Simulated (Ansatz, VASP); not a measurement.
Si26SnC27: VASP beside Ansatz

```
Sn Si C
1.0
     0.00000    6.53700    6.53700
     6.53700    0.00000    6.53700
     6.53700    6.53700    0.00000
Sn Si C
1 26 27
Direct
  0.00000 0.00000 0.00000
  0.00000 0.00000 0.33333
  0.00000 0.00000 0.66667
  0.00000 0.33333 0.00000
  0.00000 0.33333 0.33333
  0.00000 0.33333 0.66667
  0.00000 0.66667 0.00000
  0.00000 0.66667 0.33333
  0.00000 0.66667 0.66667
  0.33333 0.00000 0.00000
  0.33333 0.00000 0.33333
  0.33333 0.00000 0.66667
  0.33333 0.33333 0.00000
  0.33333 0.33333 0.33333
  0.33333 0.33333 0.66667
  0.33333 0.66667 0.00000
  0.33333 0.66667 0.33333
  0.33333 0.66667 0.66667
  0.66667 0.00000 0.00000
  0.66667 0.00000 0.33333
  0.66667 0.00000 0.66667
  0.66667 0.33333 0.00000
  0.66667 0.33333 0.33333
  0.66667 0.33333 0.66667
  0.66667 0.66667 0.00000
  0.66667 0.66667 0.33333
  0.66667 0.66667 0.66667
  0.08333 0.08333 0.08333
  0.08333 0.08333 0.41667
  0.08333 0.08333 0.75000
  0.08333 0.41667 0.08333
  0.08333 0.41667 0.41667
  0.08333 0.41667 0.75000
  0.08333 0.75000 0.08333
  0.08333 0.75000 0.41667
  0.08333 0.75000 0.75000
  0.41667 0.08333 0.08333
  0.41667 0.08333 0.41667
  0.41667 0.08333 0.75000
  0.41667 0.41667 0.08333
  0.41667 0.41667 0.41667
  0.41667 0.41667 0.75000
  0.41667 0.75000 0.08333
  0.41667 0.75000 0.41667
  0.41667 0.75000 0.75000
  0.75000 0.08333 0.08333
  0.75000 0.08333 0.41667
  0.75000 0.08333 0.75000
  0.75000 0.41667 0.08333
  0.75000 0.41667 0.41667
  0.75000 0.41667 0.75000
  0.75000 0.75000 0.08333
  0.75000 0.75000 0.41667
  0.75000 0.75000 0.75000
```

Alike in both runs: task electric field gradients; functional PBE; k mesh 3 × 3 × 3; occupations fermi-dirac, width 0.01 eV; no spin polarisation.

```csv
,VASP,Ansatz
version,VASP 6.6.1,Ansatz 0.2.0
potentials or method,"VASP PAW PBE potentials, release 64 (Sn_d, Si, C)","plane-wave PAW, scalar-relativistic"
plane-wave cutoff (eV),520,420
valence electrons in the cell,226,226
```

Ansatz gave:

* gap on the k mesh at the Fermi level (eV): 1.45
* pressure (GPa): 8.7
* rms of the force components (eV/Å): 1.045
* size of Vzz on the site where it differs most (V/Å²): 2.9

What did VASP give for the same quantities?

gap on the k mesh at the Fermi level (eV): 1.45; pressure (GPa): 8.5; rms of the force components (eV/Å): 1.031; size of Vzz on the site where it differs most (V/Å²): 2.7.

Atom by atom the forces differ by 0.014 eV/Å (rms over components).
